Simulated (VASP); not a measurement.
# Al in VASP: relaxation of the atoms with PBE

Aim: the relaxation of the atoms of Al with PBE.

All numbers are computed with VASP 6.6.1; they aren't measurements. Logs are shortened: lines on timing, memory, paths and dates and some standing lists are left out, and cuts for length are marked.

## (1) The cell of the first run

The cell holds a slab with vacuum, 8 atoms: a = 2.862 Å, b = 4.048 Å, c = 27.018 Å, α = 90.00°, β = 90.00°, γ = 90.00°.

## (2) Relaxation of the atoms, PBE

INCAR reads:

```
ALGO     = Normal         # electronic algorithm
DIPOL    = 0.5 0.5 0.500
EDIFF    = 1E-7           # SCF threshold, eV
EDIFFG   = -0.04          # ionic threshold
ENCUT    = 520            # plane-wave cutoff, eV
GGA      = PE             # functional
IBRION   = 2              # ionic algorithm
IDIPOL   = 3            
ISIF     = 2              # what is computed and relaxed
ISMEAR   = 0              # smearing method
LASPH    = T              # aspherical terms in the spheres
LCHARG   = F              # write CHGCAR
LDIPOL   = T            
LREAL    = F              # projectors in reciprocal space
LWAVE    = F              # write WAVECAR
NELM     = 100            # most SCF steps
NSW      = 60             # ionic steps
PREC     = Accurate       # precision mode
SIGMA    = 0.1            # smearing width, eV
```

KPOINTS reads:

```
k-points
0
Gamma
  9 6 1
```

POSCAR reads:

```
Al
1.0
    2.8623399700      0.0000000000      0.0000000000
    0.0000000000      4.0479600000      0.0000000000
    0.0000000000      0.0000000000     27.0181901375
Al
8
Selective dynamics
Direct
    0.5000000000      0.5000000000      0.3146028641  F F F
    0.0000000000      0.0000000000      0.3675734729  F F F
    0.5000000000      0.5000000000      0.4205440817  F F F
    0.0000000000      0.0000000000      0.4735146904  F F F
    0.5000000000      0.5000000000      0.5264853096  T T T
    0.0000000000      0.0000000000      0.5794559183  T T T
    0.5000000000      0.5000000000      0.6324265271  T T T
    0.0000000000      0.0000000000      0.6853971359  T T T
```

Potentials or basis: VASP PAW PBE potentials, release 64 (Al).

Launch:

```
> cat potpaw_PBE.64/Al/POTCAR > POTCAR
> mpirun -np 1 vasp_std > vasp.out
```

OUTCAR:

```text
EDIFF = 1E-7
   EDIFFG = -0.04
   ENCUT = 520
   GGA = PE
   IBRION = 2
   ISIF = 2
   ISMEAR = 0
   LASPH = T
   LREAL = F
   NELM = 100
   NSW = 60
   PREC = Accurate

 ion  position               nearest neighbor table
   1  0.500  0.500  0.315-   3 2.86   2 2.86   2 2.86   2 2.86   2 2.86
   2  0.000  0.000  0.368-   4 2.86   1 2.86   1 2.86   1 2.86   1 2.86   3 2.86   3 2.86   3 2.86
                             3 2.86
   3  0.500  0.500  0.421-   1 2.86   4 2.86   4 2.86   4 2.86   4 2.86   2 2.86   2 2.86   2 2.86
                             2 2.86   5 2.86
   4  0.000  0.000  0.474-   2 2.86   3 2.86   3 2.86   3 2.86   3 2.86   5 2.86   5 2.86   5 2.86
                             5 2.86   6 2.86
   5  0.500  0.500  0.526-   7 2.86   6 2.86   6 2.86   6 2.86   6 2.86   4 2.86   4 2.86   4 2.86
                             4 2.86   3 2.86
   6  0.000  0.000  0.579-   8 2.86   5 2.86   5 2.86   5 2.86   5 2.86   7 2.86   7 2.86   7 2.86
                             7 2.86   4 2.86
   7  0.500  0.500  0.632-   5 2.86   8 2.86   8 2.86   8 2.86   8 2.86   6 2.86   6 2.86   6 2.86
                             6 2.86
   8  0.000  0.000  0.685-   6 2.86   7 2.86   7 2.86   7 2.86   7 2.86

  LATTYP: Found a simple orthorhombic cell.
 ALAT       =     2.8623399700
 B/A-ratio  =     1.4142135604
 C/A-ratio  =     9.4391967484

  Lattice vectors:

 A1 = (   2.8623399700,   0.0000000000,   0.0000000000)
 A2 = (   0.0000000000,   4.0479600000,   0.0000000000)
 A3 = (   0.0000000000,   0.0000000000,  27.0181901375)

Analysis of symmetry for initial positions (statically):
=====================================================================
 Subroutine PRICEL returns:
 Original cell was already a primitive cell.

 Routine SETGRP: Setting up the symmetry group for a
 simple orthorhombic supercell.

 Subroutine GETGRP returns: Found  8 space group operations
 (whereof  4 operations were pure point group operations)
 out of a pool of  8 trial point group operations.

The static configuration has the point symmetry C_2v.
 The point group associated with its full space group is D_2h.

Analysis of symmetry for dynamics (positions and initial velocities):
=====================================================================
 Subroutine PRICEL returns:
 Original cell was already a primitive cell.

 Routine SETGRP: Setting up the symmetry group for a
 simple orthorhombic supercell.

 Subroutine GETGRP returns: Found  8 space group operations
 (whereof  4 operations were pure point group operations)
 out of a pool of  8 trial point group operations.

The dynamic configuration has the point symmetry C_2v.
 The point group associated with its full space group is D_2h.

Analysis of constrained symmetry for selective dynamics:
=====================================================================
 Subroutine PRICEL returns:
 Original cell was already a primitive cell.

 Routine SETGRP: Setting up the symmetry group for a
 simple orthorhombic supercell.

 Subroutine GETGRP returns: Found  4 space group operations
 (whereof  4 operations were pure point group operations)
 out of a pool of  8 trial point group operations.

The constrained configuration has the point symmetry C_2v.

 Subroutine INISYM returns: Found  4 space group operations
 (whereof  4 operations are pure point group operations),
 and found     1 'primitive' translations

----------------------------------------------------------------------------------------

                                     Primitive cell

  volume of cell :     313.0500

  direct lattice vectors                    reciprocal lattice vectors
     2.862339970  0.000000000  0.000000000     0.349364510  0.000000000  0.000000000
     0.000000000  4.047960000  0.000000000     0.000000000  0.247038014  0.000000000
     0.000000000  0.000000000 27.018190137     0.000000000  0.000000000  0.037012102

  length of vectors
     2.862339970  4.047960000 27.018190137     0.349364510  0.247038014  0.037012102

  position of ions in fractional coordinates (direct lattice)
     0.500000000  0.500000000  0.314602864
     0.000000000  0.000000000  0.367573473
     0.500000000  0.500000000  0.420544082
     0.000000000  0.000000000  0.473514690
     0.500000000  0.500000000  0.526485310
     0.000000000  0.000000000  0.579455918
     0.500000000  0.500000000  0.632426527
[... 36 lines left out ...]

 Found     20 irreducible k-points:

 Following reciprocal coordinates:
            Coordinates               Weight
  0.000000  0.000000  0.000000      1.000000
  0.111111  0.000000  0.000000      2.000000
  0.222222  0.000000  0.000000      2.000000
  0.333333  0.000000  0.000000      2.000000
  0.444444  0.000000  0.000000      2.000000
  0.000000  0.166667  0.000000      2.000000
[... 12 lines left out ...]
  0.333333  0.500000  0.000000      2.000000
  0.444444  0.500000  0.000000      2.000000
   k-points           NKPTS =     20   k-points in BZ     NKDIM =     20   number of bands    NBANDS=     17
   number of dos      NEDOS =    301   number of ions     NIONS =      8
   total plane-waves  NPLWV = 151200
   dimension x,y,z NGX =    24 NGY =   30 NGZ =  210
   dimension x,y,z NGXF=    48 NGYF=   60 NGZF=  420
   ions per type =               8
   NGX,Y,Z   is equivalent  to a cutoff of  13.94, 12.32, 12.92 a.u.
   NGXF,Y,Z  is equivalent  to a cutoff of  27.88, 24.64, 25.84 a.u.
 SYSTEM =  unknown system
   PREC   = accura    normal or accurate (medium, high low for compatibility)
   ISTART =      0    job   : 0-new  1-cont  2-samecut
   ICHARG =      2    charge: 1-file 2-atom 10-const
   ISPIN  =      1    spin polarized calculation?
   LNONCOLLINEAR =      F non collinear calculations
   LSORBIT =      F    spin-orbit coupling
   LASPH  =      T    aspherical Exc in radial PAW
   ENCUT  =  520.0 eV  38.22 Ry    6.18 a.u.   5.32  7.53 50.24*2*pi/ulx,y,z
   NELM   =    100;   NELMIN=  2; NELMDL= -5     # of ELM steps
   EDIFF  = 0.1E-06   stopping-criterion for ELM
   LREAL  =      F    real-space projection
   EDIFFG = -.4E-01   stopping-criterion for IOM
   NSW    =     60    number of steps for IOM
   IBRION =      2    ionic relax: 0-MD 1-quasi-New 2-CG
   NFREE  =      1    steps in history (QN), initial steepest desc. (CG)
   ISIF   =      2    stress and relaxation
   ISYM   =      2    0-nonsym 1-usesym 2-fastsym
   POTIM  = 0.5000    time-step for ionic-motion
   TEBEG  =    0.0;   TEEND  =   0.0 temperature during run
   PSTRESS=    0.0 pullay stress
   NELECT =      24.0000    total number of electrons
   NUPDOWN=      -1.0000    fix difference up-down
   EMIN   =  10.00;   EMAX   =-10.00  energy-range for DOS
   EFERMI =   0.00;   METHOD = LEGACY
   ISMEAR =     0;   SIGMA  =   0.10  broadening in eV -4-tet -1-fermi 0-gaus
   EFERMI_NEDOS =   21; number of points for ismear=-14 and -15
   IALGO  =     38    algorithm
   IMIX   =      4    mixing-type and parameters
     AMIX     =   0.40;   BMIX     =  1.00
     AMIX_MAG =   1.60;   BMIX_MAG =  1.00
  volume/ion in A,a.u.               =      39.13       264.07
  Fermi-wavevector in a.u.,A,eV,Ry     =   0.695463  1.314234  6.580713  0.483669
  Thomas-Fermi vector in A             =   1.778242
   LORBIT       =      0    0 simple, 1 ext, 2 COOP (PROOUT), +10 PAW based schemes
   GGA     = PE    functional components
   LHFCALC =     F    Hartree Fock is set to
   AEXX    =    0.0000 exact exchange contribution
   IVDW    =     0    specifies the selected vdW correction
   LEPSILON=     F    determine dielectric tensor
   LRPA    =     F    only Hartree local field effects (RPA)
 conjugate gradient relaxation of ions
 non-spin polarized calculation
 Gauss-broadening in eV      SIGMA  =   0.10
  energy-cutoff  :      520.00
  volume of cell :      313.05
 maximum number of plane-waves:      8485
 NGX is ok and might be reduce to    24
   NGX = 11   NGY = 15   NGZ =101

--------------------------------------- Ionic step        1  -------------------------------------------

 number of electron      24.0000000 magnetization

 Free energy of the ion-electron system (eV)
  ---------------------------------------------------
  ext. energy  EPLUGINS =         0.00000000
  ---------------------------------------------------
  free energy    TOTEN  =       -28.58258299 eV

  energy without entropy =      -28.56114458  energy(sigma->0) =      -28.57186378

------------------------ aborting loop because EDIFF is reached ----------------------------------------

  FORCE on cell =-STRESS in cart. coord.  units (eV):
  Direction    XX          YY          ZZ          XY          YZ          ZX
  --------------------------------------------------------------------------------------
  -------------------------------------------------------------------------------------
  Total       -3.4355596     -0.8781117     -1.2656753      0.0000000      0.0000000      0.0000000
  in kB      -17.5830572     -4.4941408     -6.4776756      0.0000000      0.0000000      0.0000000
  external PRESSURE =      -9.5182912 kB  Pullay stress =       0.0000000 kB
[... 115 lines left out ...]
 number of electron      24.0000000 magnetization

------------------------ aborting loop because EDIFF is reached ----------------------------------------

 vacuum level on the upper side and lower side of the slab       (xc-potential included)        -0.021         0.006

  FORCE on cell =-STRESS in cart. coord.  units (eV):
  Direction    XX          YY          ZZ          XY          YZ          ZX
  --------------------------------------------------------------------------------------
  -------------------------------------------------------------------------------------
  Total       -3.7815269     -0.1846052      0.0456579      0.0000000      0.0000000      0.0000000
  in kB      -19.3537041     -0.9448022      0.2336753      0.0000000      0.0000000      0.0000000
  external PRESSURE =      -6.6882770 kB  Pullay stress =       0.0000000 kB
[... 23 lines left out ...]
  FREE ENERGIE OF THE ION-ELECTRON SYSTEM (eV)
  ---------------------------------------------------
  free  energy   TOTEN  =       -28.5867498645 eV

  energy  without entropy=      -28.5697680845  energy(sigma->0) =      -28.57825897

 dipolmoment           0.000000      0.000000      0.008951 electrons x Angstroem

--------------------------------------- Ionic step        5  -------------------------------------------

 number of electron      24.0000000 magnetization

------------------------ aborting loop because EDIFF is reached ----------------------------------------
[... 121 lines left out ...]
--------------------------------------- Ionic step        8  -------------------------------------------

 number of electron      24.0000000 magnetization

 dipolmoment           0.000000      0.000000     -0.000982 electrons x Angstroem

 Free energy of the ion-electron system (eV)
  ---------------------------------------------------
  ext. energy  EPLUGINS =         0.00000000
  ---------------------------------------------------
  free energy    TOTEN  =       -28.60238434 eV

  energy without entropy =      -28.58426747  energy(sigma->0) =      -28.59332590

 E-fermi :   1.0330     XC(G=0):  -5.0779

 val. band max:        1.0059533966   @ k =   0.2222   0.0000   0.0000
 cond. band min:       1.0570040833   @ k =   0.4444   0.5000   0.0000
 fundamental gap:      0.0510506867
 Fermi energy:         1.0330298001

 k-point     1 :       0.0000    0.0000    0.0000
  band No.  band energies     occupation
      1      -9.7489      2.00000
      2      -9.0406      2.00000
      3      -7.8352      2.00000
      4      -6.2256      2.00000
      5      -4.2952      2.00000
      6      -2.2914      2.00000
[... 379 lines left out ...]
      6      -2.2285      2.00000
[... 9 lines left out ...]
     16       1.0570      0.73457
     17       1.6626      0.00000

------------------------ aborting loop because EDIFF is reached ----------------------------------------

 vacuum level on the upper side and lower side of the slab       (xc-potential included)        -0.078        -0.066

  FORCE on cell =-STRESS in cart. coord.  units (eV):
  Direction    XX          YY          ZZ          XY          YZ          ZX
  --------------------------------------------------------------------------------------
  -------------------------------------------------------------------------------------
  Total       -3.7037795     -0.4584057     -0.6817253      0.0000000      0.0000000      0.0000000
  in kB      -18.9557961     -2.3461022     -3.4890431      0.0000000      0.0000000      0.0000000
  external PRESSURE =      -8.2636472 kB  Pullay stress =       0.0000000 kB
[... 23 lines left out ...]
  FREE ENERGIE OF THE ION-ELECTRON SYSTEM (eV)
  ---------------------------------------------------
  free  energy   TOTEN  =       -28.6023843382 eV

  energy  without entropy=      -28.5842674668  energy(sigma->0) =      -28.59332590

 reached required accuracy - stopping structural energy minimisation

 vacuum level on the upper side and lower side of the slab         5.068         5.082
```

Wall time 21 min (1 thread of Intel Xeon 8259CL, shared host); peak memory 0.43 GiB.

What came out:

```
Free energy               : -28.6024 eV
Energy gained by relaxing : 2.5 meV/atom
Ionic steps               : 8
Band gap on the k mesh    : zero (bands 12 and 13 overlap by 2.04 eV)
```

Step by step:
```
step  energy change (eV)  largest force on free atoms (eV/Å)  pressure (GPa)
   1              0.0000                              0.2966           -0.95
   2             -0.0060                              0.2488           -0.93
   3             -0.0174                              0.0847           -0.87
   4             -0.0042                              0.3416           -0.67
   5             -0.0189                              0.0850           -0.83
   6             -0.0189                              0.0907           -0.83
   7             -0.0196                              0.0403           -0.83
   8             -0.0198                              0.0048           -0.83
```

Final structure:
```
CELL_PARAMETERS angstrom
2.86234 0.00000 0.00000
0.00000 4.04796 0.00000
0.00000 0.00000 27.01819
ATOMIC_POSITIONS crystal
Al 0.50000 0.50000 0.31460
Al 0.00000 0.00000 0.36757
Al 0.50000 0.50000 0.42054
Al 0.00000 0.00000 0.47351
Al 0.50000 0.50000 0.52787
Al 0.00000 0.00000 0.57965
Al 0.50000 0.50000 0.63440
Al 0.00000 0.00000 0.68240
```

Levels at points of the mesh, in eV from the Fermi level:
```tsv
k point	band 9	band 10	band 11	band 12	band 13	band 14	band 15	band 16
(0.00, 0.00, 0.00)	-1.32	-1.26	-0.85	-0.53	0.43	0.69	1.06	2.38
(0.00, 0.50, 0.00)	-3.22	-3.17	-1.08	-1.07	1.16	1.19	3.33	3.33
```
